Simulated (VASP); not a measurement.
# NbPdSe3 (P6/mmm) in VASP: a series of runs

NbPdSe3 is run at these levels: PBE; tasks: single point.

All numbers are computed with VASP 6.6.1; they aren't measurements. Logs are shortened: lines on timing, memory, paths and dates and some standing lists are left out, and cuts for length are marked.

**1. The cell of the first run**

It takes space group P6/mmm (No. 191, hexagonal). The conventional cell has a = 5.518 Å, b = 5.518 Å, c = 5.064 Å, α = 90.00°, β = 90.00°, γ = 120.00°. Within 3.3 Å of Nb (site symmetry 6/mmm) lie 2 Pd at 2.53 Å and 6 Se at 2.76 Å. Within 3.3 Å of Pd (site symmetry 6/mmm) lie 2 Nb at 2.53 Å. Se (site symmetry mmm) has 2 Nb at 2.76 Å and 4 Se at 2.76 Å within 3.6 Å.

**2. Single point, PBE**

Input file INCAR:

```
SYSTEM = NbPdSe3
  ALGO = Normal
  EDIFF = 1E-7
  ENCUT = 520
  GGA = PE
  ISIF = 2
  ISMEAR = 0
  LASPH = .TRUE.
  LCHARG = .TRUE.
  LELF = .TRUE.
  LREAL = .FALSE.
  LVHAR = .TRUE.
  LWAVE = .FALSE.
  NBANDS = 28
  NELM = 100
  PREC = Accurate
  SIGMA = 0.1
```

Input file KPOINTS:

```
k-points
0
G
  6 6 4
  0 0 0
```

Input file POSCAR:

```
NbPdSe3
1.0
    5.5181706239      0.0000000032      0.0000000000
   -2.7590853147      4.7788759412      0.0000000000
    0.0000000000      0.0000000000      5.0635587369
Nb Pd Se
1 1 3
Direct
    0.0000000000      0.0000000000      0.5000000000
    0.0000000000      0.0000000000      0.0000000000
    0.5000000000      0.0000000000      0.5000000000
    0.0000000000      0.5000000000      0.5000000000
    0.5000000000      0.5000000000      0.5000000000
```

Potentials or basis: VASP PAW PBE potentials, release 64 (Nb_sv, Pd, Se).

Run with:

```
$ cat potpaw_PBE.64/Nb_sv/POTCAR potpaw_PBE.64/Pd/POTCAR potpaw_PBE.64/Se/POTCAR > POTCAR
$ mpirun -np 1 vasp_std > vasp.out
```

OUTCAR:

```text
SYSTEM = NbPdSe3
   EDIFF = 1E-7
   ENCUT = 520
   GGA = PE
   ISIF = 2
   ISMEAR = 0
   LASPH = .TRUE.
   LREAL = .FALSE.
   NELM = 100
   PREC = Accurate

 ion  position               nearest neighbor table
   1  0.000  0.000  0.500-   2 2.53   2 2.53   3 2.76   3 2.76   4 2.76   4 2.76   5 2.76   5 2.76

   2  0.000  0.000  0.000-   1 2.53   1 2.53
   3  0.500  0.000  0.500-   1 2.76   1 2.76   5 2.76   5 2.76   4 2.76   4 2.76
   4  0.000  0.500  0.500-   5 2.76   5 2.76   1 2.76   1 2.76   3 2.76   3 2.76
   5  0.500  0.500  0.500-   4 2.76   4 2.76   3 2.76   3 2.76   1 2.76   1 2.76

  LATTYP: Found a hexagonal cell.
 ALAT       =     5.5181706239
 C/A-ratio  =     0.9176154711

  Lattice vectors:

 A1 = (   5.5181706239,   0.0000000032,   0.0000000000)
 A2 = (  -2.7590853147,   4.7788759412,   0.0000000000)
 A3 = (   0.0000000000,   0.0000000000,   5.0635587369)

Analysis of symmetry for initial positions (statically):
=====================================================================
 Subroutine PRICEL returns:
 Original cell was already a primitive cell.

 Routine SETGRP: Setting up the symmetry group for a
 hexagonal supercell.

 Subroutine GETGRP returns: Found 24 space group operations
 (whereof 24 operations were pure point group operations)
 out of a pool of 24 trial point group operations.

The static configuration has the point symmetry D_6h.

Analysis of symmetry for dynamics (positions and initial velocities):
=====================================================================
 Subroutine PRICEL returns:
 Original cell was already a primitive cell.

 Routine SETGRP: Setting up the symmetry group for a
 hexagonal supercell.

 Subroutine GETGRP returns: Found 24 space group operations
 (whereof 24 operations were pure point group operations)
 out of a pool of 24 trial point group operations.

The dynamic configuration has the point symmetry D_6h.

 Subroutine INISYM returns: Found 24 space group operations
 (whereof 24 operations are pure point group operations),
 and found     1 'primitive' translations

----------------------------------------------------------------------------------------

                                     Primitive cell

  volume of cell :     133.5293

  direct lattice vectors                    reciprocal lattice vectors
     5.518170624  0.000000003  0.000000000     0.181219478  0.104627115  0.000000000
    -2.759085315  4.778875941  0.000000000    -0.000000000  0.209254229  0.000000000
     0.000000000  0.000000000  5.063558737     0.000000000  0.000000000  0.197489563

  length of vectors
     5.518170624  5.518170624  5.063558737     0.209254229  0.209254229  0.197489563

  position of ions in fractional coordinates (direct lattice)
     0.000000000  0.000000000  0.500000000
     0.000000000  0.000000000  0.000000000
     0.500000000  0.000000000  0.500000000
     0.000000000  0.500000000  0.500000000
     0.500000000  0.500000000  0.500000000

  ion indices of the primitive-cell ions
   primitive index   ion index
                 1           1
                 2           2
                 3           3
                 4           4
                 5           5

----------------------------------------------------------------------------------------

 KPOINTS: k-points

Automatic generation of k-mesh.
 Grid dimensions read from file:
 generate k-points for:    6    6    4

 Generating k-lattice:

  Cartesian coordinates                     Fractional coordinates (reciprocal lattice)
     0.030203246  0.017437852  0.000000000     0.166666667  0.000000000  0.000000000
    -0.000000000  0.034875705  0.000000000     0.000000000  0.166666667  0.000000000
     0.000000000  0.000000000  0.049372391     0.000000000  0.000000000  0.250000000

  Length of vectors
     0.034875705  0.034875705  0.049372391

  Shift w.r.t. Gamma in fractional coordinates (k-lattice)
     0.000000000  0.000000000  0.000000000

 Subroutine IBZKPT returns following result:
 ===========================================

 Found     21 irreducible k-points:

 Following reciprocal coordinates:
            Coordinates               Weight
  0.000000  0.000000  0.000000      1.000000
  0.166667  0.000000  0.000000      6.000000
  0.333333 -0.000000  0.000000      6.000000
  0.500000 -0.000000  0.000000      3.000000
  0.166667  0.166667  0.000000      6.000000
  0.333333  0.166667  0.000000     12.000000
[... 13 lines left out ...]
  0.333333  0.166667  0.500000     12.000000
  0.333333  0.333333  0.500000      2.000000
   k-points           NKPTS =     21   k-points in BZ     NKDIM =     21   number of bands    NBANDS=     28
   number of dos      NEDOS =    301   number of ions     NIONS =      5
   total plane-waves  NPLWV =  70560
   dimension x,y,z NGX =    42 NGY =   42 NGZ =   40
   dimension x,y,z NGXF=    84 NGYF=   84 NGZF=   80
   ions per type =               1   1   3
   NGX,Y,Z   is equivalent  to a cutoff of  12.65, 12.65, 13.13 a.u.
   NGXF,Y,Z  is equivalent  to a cutoff of  25.31, 25.31, 26.27 a.u.
 SYSTEM =  NbPdSe3
   PREC   = accura    normal or accurate (medium, high low for compatibility)
   ISTART =      0    job   : 0-new  1-cont  2-samecut
   ICHARG =      2    charge: 1-file 2-atom 10-const
   ISPIN  =      1    spin polarized calculation?
   LNONCOLLINEAR =      F non collinear calculations
   LSORBIT =      F    spin-orbit coupling
   LASPH  =      T    aspherical Exc in radial PAW
   ENCUT  =  520.0 eV  38.22 Ry    6.18 a.u.  10.26 10.26  9.41*2*pi/ulx,y,z
   NELM   =    100;   NELMIN=  2; NELMDL= -5     # of ELM steps
   EDIFF  = 0.1E-06   stopping-criterion for ELM
   LREAL  =      F    real-space projection
   EDIFFG = 0.1E-05   stopping-criterion for IOM
   NSW    =      0    number of steps for IOM
   IBRION =     -1    ionic relax: 0-MD 1-quasi-New 2-CG
   NFREE  =      0    steps in history (QN), initial steepest desc. (CG)
   ISIF   =      2    stress and relaxation
   ISYM   =      2    0-nonsym 1-usesym 2-fastsym
   POTIM  = 0.5000    time-step for ionic-motion
   TEBEG  =    0.0;   TEEND  =   0.0 temperature during run
   PSTRESS=    0.0 pullay stress
   NELECT =      41.0000    total number of electrons
   NUPDOWN=      -1.0000    fix difference up-down
   EMIN   =  10.00;   EMAX   =-10.00  energy-range for DOS
   EFERMI =   0.00;   METHOD = LEGACY
   ISMEAR =     0;   SIGMA  =   0.10  broadening in eV -4-tet -1-fermi 0-gaus
   EFERMI_NEDOS =   21; number of points for ismear=-14 and -15
   IALGO  =     38    algorithm
   IMIX   =      4    mixing-type and parameters
     AMIX     =   0.40;   BMIX     =  1.00
     AMIX_MAG =   1.60;   BMIX_MAG =  1.00
  volume/ion in A,a.u.               =      26.71       180.22
  Fermi-wavevector in a.u.,A,eV,Ry     =   1.104444  2.087097 16.596353  1.219798
  Thomas-Fermi vector in A             =   2.240917
   LORBIT       =      0    0 simple, 1 ext, 2 COOP (PROOUT), +10 PAW based schemes
   GGA     = PE    functional components
   LHFCALC =     F    Hartree Fock is set to
   AEXX    =    0.0000 exact exchange contribution
   IVDW    =     0    specifies the selected vdW correction
   LEPSILON=     F    determine dielectric tensor
   LRPA    =     F    only Hartree local field effects (RPA)
 non-spin polarized calculation
 Gauss-broadening in eV      SIGMA  =   0.10
  energy-cutoff  :      520.00
  volume of cell :      133.53
 maximum number of plane-waves:      3618
 NGX is ok and might be reduce to    42
   NGX = 21   NGY = 21   NGZ = 19

 number of electron      40.9999994 magnetization

 Free energy of the ion-electron system (eV)
  ---------------------------------------------------
  ext. energy  EPLUGINS =         0.00000000
  ---------------------------------------------------
  free energy    TOTEN  =       -23.85438554 eV

  energy without entropy =      -23.82829995  energy(sigma->0) =      -23.84134274

 E-fermi :   3.7566     XC(G=0):  -9.1026

 val. band max:        3.7499702534   @ k =   0.1667   0.0000   0.5000
 cond. band min:       3.7723793883   @ k =   0.3333   0.1667   0.2500
 fundamental gap:      0.0224091349
 Fermi energy:         3.7565814293

 k-point     1 :       0.0000    0.0000    0.0000
  band No.  band energies     occupation
      1     -52.2372      2.00000
      2     -28.4026      2.00000
      3     -28.4026      2.00000
      4     -28.0573      2.00000
      5     -11.7221      2.00000
      6      -8.3166      2.00000
[... 20 lines left out ...]
     27       7.0769      0.00000
     28       9.1303      0.00000

 k-point     2 :       0.1667    0.0000    0.0000
  band No.  band energies     occupation
      1     -52.2372      2.00000
      2     -28.4034      2.00000
      3     -28.4028      2.00000
      4     -28.0573      2.00000
      5     -11.5695      2.00000
      6      -8.6852      2.00000
[... 20 lines left out ...]
     27       6.8373      0.00000
     28       8.4724      0.00000

 k-point     3 :       0.3333   -0.0000    0.0000
  band No.  band energies     occupation
      1     -52.2372      2.00000
      2     -28.4048      2.00000
      3     -28.4032      2.00000
      4     -28.0572      2.00000
      5     -11.1455      2.00000
      6      -9.4489      2.00000
[... 20 lines left out ...]
     27       7.7894      0.00000
     28       8.0385      0.00000

 k-point     4 :       0.5000   -0.0000    0.0000
  band No.  band energies     occupation
      1     -52.2372      2.00000
      2     -28.4055      2.00000
      3     -28.4034      2.00000
      4     -28.0572      2.00000
      5     -10.7274      2.00000
      6     -10.0068      2.00000
[... 20 lines left out ...]
     27       7.9375      0.00000
     28       8.5105      0.00000

 k-point     5 :       0.1667    0.1667    0.0000
  band No.  band energies     occupation
      1     -52.2372      2.00000
      2     -28.4043      2.00000
      3     -28.4032      2.00000
      4     -28.0573      2.00000
      5     -11.2792      2.00000
      6      -9.2029      2.00000
[... 20 lines left out ...]
     27       7.3177      0.00000
     28       8.1281      0.00000

 k-point     6 :       0.3333    0.1667    0.0000
  band No.  band energies     occupation
      1     -52.2372      2.00000
      2     -28.4051      2.00000
      3     -28.4037      2.00000
      4     -28.0572      2.00000
      5     -10.7831      2.00000
      6      -9.8698      2.00000
[... 370 lines left out ...]
      5     -10.7122      2.00000
      6      -9.9879      2.00000
[... 20 lines left out ...]
     27       8.5184      0.00000
     28       9.9590      0.00000

 k-point    19 :       0.1667    0.1667    0.5000
  band No.  band energies     occupation
      1     -52.2347      2.00000
      2     -28.4052      2.00000
      3     -28.4041      2.00000
      4     -28.0955      2.00000
      5     -11.2605      2.00000
      6      -9.1879      2.00000
[... 20 lines left out ...]
     27       6.4722      0.00000
     28       7.7762      0.00000

 k-point    20 :       0.3333    0.1667    0.5000
  band No.  band energies     occupation
      1     -52.2347      2.00000
      2     -28.4060      2.00000
      3     -28.4046      2.00000
      4     -28.0954      2.00000
      5     -10.7668      2.00000
      6      -9.8537      2.00000
[... 20 lines left out ...]
     27       7.5284      0.00000
     28       9.8621      0.00000

 k-point    21 :       0.3333    0.3333    0.5000
  band No.  band energies     occupation
      1     -52.2347      2.00000
      2     -28.4055      2.00000
      3     -28.4055      2.00000
      4     -28.0953      2.00000
      5     -10.2996      2.00000
      6     -10.2996      2.00000
[... 20 lines left out ...]
     27       6.5437      0.00000
     28      10.2779      0.00000

------------------------ aborting loop because EDIFF is reached ----------------------------------------

  FORCE on cell =-STRESS in cart. coord.  units (eV):
  Direction    XX          YY          ZZ          XY          YZ          ZX
  --------------------------------------------------------------------------------------
  -------------------------------------------------------------------------------------
  Total       -0.0836882     -0.0836882     -0.0025239     -0.0000000      0.0000000     -0.0000000
  in kB       -1.0041482     -1.0041482     -0.0302839     -0.0000000      0.0000000     -0.0000000
  external PRESSURE =      -0.6795268 kB  Pullay stress =       0.0000000 kB

 VOLUME and BASIS-vectors are now :
 -----------------------------------------------------------------------------
  energy-cutoff  :      520.00
  volume of cell :      133.53
      direct lattice vectors                 reciprocal lattice vectors
     5.518170624  0.000000003  0.000000000     0.181219478  0.104627115  0.000000000
    -2.759085315  4.778875941  0.000000000    -0.000000000  0.209254229  0.000000000
     0.000000000  0.000000000  5.063558737     0.000000000  0.000000000  0.197489563

 POSITION                                       TOTAL-FORCE (eV/Angst)
 -----------------------------------------------------------------------------------
      0.00000      0.00000      2.53178        -0.000000      0.000000      0.000000
      0.00000      0.00000      0.00000         0.000000      0.000000      0.000000
      2.75909      0.00000      2.53178         0.000000      0.000000      0.000000
     -1.37954      2.38944      2.53178        -0.000000      0.000000      0.000000
      1.37954      2.38944      2.53178         0.000000      0.000000      0.000000
 -----------------------------------------------------------------------------------
    total drift:                                0.000000      0.000000      0.000000

  FREE ENERGIE OF THE ION-ELECTRON SYSTEM (eV)
  ---------------------------------------------------
  free  energy   TOTEN  =       -23.8543855356 eV

  energy  without entropy=      -23.8282999464  energy(sigma->0) =      -23.84134274
```

Run time: 65 s. Hardware: 1 thread of AMD EPYC 9R45 (Zen 5), shared host; peak memory 0.26 GiB.

Results:

```
Free energy : -23.8544 eV
Pressure    : -0.1 GPa
```

**3. Single point, PBE**

This run uses another cell than the first one, of 28.55 Å³/atom, 1.069 times its volume.

Input file INCAR:

```
ALGO = Normal
EDIFF = 1E-7
ENCUT = 520
GGA = PE
ISIF = 2
ISMEAR = 0
LASPH = True
LCHARG = True
LELF = True
LREAL = False
LVHAR = True
LWAVE = False
NBANDS = 28
NELM = 60
PREC = Accurate
SIGMA = 0.1
```

Input file KPOINTS:

```
k-points
0
Gamma
  6 6 4
```

Changes to POSCAR since step 2:

```diff
@@ -2,5 +2,5 @@
 1.0
-    5.5181706239      0.0000000032      0.0000000000
-   -2.7590853147      4.7788759412      0.0000000000
-    0.0000000000      0.0000000000      5.0635587369
+    5.0266629300      0.0000000000      0.0000000000
+   -2.5133314700      4.3532177900      0.0000000000
+    0.0000000000      0.0000000000      6.5233185500
 Nb Pd Se
```

Potentials or basis: VASP PAW PBE potentials, release 64 (Nb_sv, Pd, Se).

Run with:

```
$ cat potpaw_PBE.64/Nb_sv/POTCAR potpaw_PBE.64/Pd/POTCAR potpaw_PBE.64/Se/POTCAR > POTCAR
$ mpirun -np 1 vasp_std > vasp.out
```

Run time: 81 s. Hardware: 1 thread of AMD EPYC 9R45 (Zen 5), shared host; peak memory 0.28 GiB.

Results (log left out):

| Quantity | Value |
| --- | --- |
| Free energy | -20.6650 eV |
| Pressure | 12.6 GPa |

Stress tensor (GPa, compression positive):
```
23.12  0.00  0.00
 0.00 23.12  0.00
 0.00  0.00 -8.56
```

Levels at points of the mesh, in eV from the Fermi level:
| k point | band 17 | band 18 | band 19 | band 20 | band 21 | band 22 | band 23 | band 24 |
| --- | --- | --- | --- | --- | --- | --- | --- | --- |
| (0.00, 0.00, 0.00) | -0.67 | -0.48 | -0.48 | -0.07 | -0.07 | 0.47 | 0.47 | 0.89 |
| (0.50, 0.00, 0.00) | -0.60 | -0.55 | -0.50 | -0.38 | 0.04 | 0.78 | 1.30 | 1.45 |
| (0.00, 0.00, 0.50) | -0.66 | -0.65 | -0.65 | -0.37 | -0.37 | 0.47 | 0.47 | 0.52 |
| (0.50, 0.00, 0.50) | -0.76 | -0.66 | -0.46 | -0.39 | -0.38 | 0.88 | 1.02 | 1.25 |

**4. Single point, PBE**

Input file INCAR:

```
PREC     = Accurate       # precision mode
ENCUT    = 520            # plane-wave cutoff, eV
EDIFF    = 1E-7           # SCF threshold, eV
ISMEAR   = 0              # smearing method
SIGMA    = 0.1            # smearing width, eV
LREAL    = F              # projectors in reciprocal space
LASPH    = T              # aspherical terms in the spheres
NELM     = 100            # most SCF steps
ALGO     = Normal         # electronic algorithm
ISIF     = 2              # what is computed and relaxed
LWAVE    = F              # write WAVECAR
LCHARG   = T              # write CHGCAR
GGA      = PE             # functional
LELF     = T              # ELF
LVHAR    = T            
NBANDS   = 28             # bands
```

Input file KPOINTS:

```
Automatic mesh
0
Gamma
  12 12 8
```

Changes to POSCAR since step 3:

```diff
@@ -2,5 +2,5 @@
 1.0
-    5.0266629300      0.0000000000      0.0000000000
-   -2.5133314700      4.3532177900      0.0000000000
-    0.0000000000      0.0000000000      6.5233185500
+    5.5121905086      0.0000000000      0.0000000000
+   -2.7560952543      4.7736970109      0.0000000000
+    0.0000000000      0.0000000000      5.0752109027
 Nb Pd Se
```

Run with:

```
$ cat potpaw_PBE.64/Nb_sv/POTCAR potpaw_PBE.64/Pd/POTCAR potpaw_PBE.64/Se/POTCAR > POTCAR
$ mpirun -np 1 vasp_std > vasp.out
```

Run time: 4.4 min. Hardware: 1 thread of AMD EPYC 9R45 (Zen 5), shared host; peak memory 0.48 GiB.

It converged, with:

| Property | Result |
| --- | --- |
| Free energy | -23.8406 eV |
| Pressure | 0.0 GPa |

Levels at points of the mesh, in eV from the Fermi level:
| k point | band 19 | band 20 | band 21 | band 22 | band 23 | band 24 |
| --- | --- | --- | --- | --- | --- | --- |
| (0.00, 0.00, 0.00) | -0.69 | 0.26 | 0.26 | 1.05 | 1.19 | 1.26 |
| (0.50, 0.00, 0.00) | -1.15 | -0.54 | -0.14 | 0.49 | 1.71 | 1.88 |
| (0.00, 0.00, 0.50) | -0.43 | -0.39 | -0.39 | 0.19 | 0.19 | 1.20 |
| (0.50, 0.00, 0.50) | -1.26 | -1.17 | -0.37 | 0.46 | 0.73 | 0.84 |

**5. Overview**

| cell | k mesh | gap on the mesh (eV) | pressure (GPa) |
| --- | --- | --- | --- |
| a = 5.518, b = 5.518, c = 5.064 Å, angles 90.0, 90.0, 120.0°, 5 atoms | 6 × 6 × 4 | none | -0.1 |
| a = 5.027, b = 5.027, c = 6.523 Å, angles 90.0, 90.0, 120.0°, 5 atoms | 6 × 6 × 4 | none | 12.6 |
| a = 5.512, b = 5.512, c = 5.075 Å, angles 90.0, 90.0, 120.0°, 5 atoms | 12 × 12 × 8 | none | 0.0 |

Alike in all rows: task single point; level PBE; potentials or basis VASP PAW PBE potentials, release 64 (Nb_sv, Pd, Se); no spin polarisation; cutoff (eV) 520; smearing gaussian 0.1 eV.

Absolute energies hang on the potentials; compare differences alone.
